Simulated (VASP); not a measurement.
Input of a VASP 6.6.1 run:

File INCAR:

```
PREC = Accurate
ENCUT = 520
EDIFF = 1E-8
ISMEAR = -1
SIGMA = 0.05
LREAL = False
LASPH = True
NELM = 60
ALGO = Normal
ISIF = 2
LWAVE = False
LCHARG = False
GGA = PE
LEFG = True
NBANDS = 12
```

Contents of KPOINTS:

```
Automatic mesh
0
Gamma
  15 15 15
```

The input POSCAR:

```
Ti
1.0
    0.0000000000      2.0300000000      2.0097000000
    2.0300000000      0.0000000000      2.0097000000
    2.0300000000      2.0300000000      0.0000000000
Ti
1
Direct
    0.0000000000      0.0000000000      0.0000000000
```

Potentials or basis: VASP PAW PBE potentials, release 64 (Ti_sv).

Command:

```bash
$ cat potpaw_PBE.64/Ti_sv/POTCAR > POTCAR
$ mpirun -np 1 vasp_std > vasp.out
```

Problem. Estimate the pressure.

Solution. 5.4 GPa.

Problem. Predict the band gap on the k mesh.

Solution. Zero (bands 6 and 7 overlap by 1.18 eV).

Electric field gradients, principal values (V/Å²):
| atom | least | middle | greatest (by size) |
| --- | --- | --- | --- |
| 1 Ti | -0.329 | -0.329 | 0.658 |

Caveat: the cell differs from its parent crystal (zz strain of -1 %); the cell stands under pressure; without QUAD_EFG the Cq values of the log hold for a quadrupole moment of 1 mb, not for the nuclei.
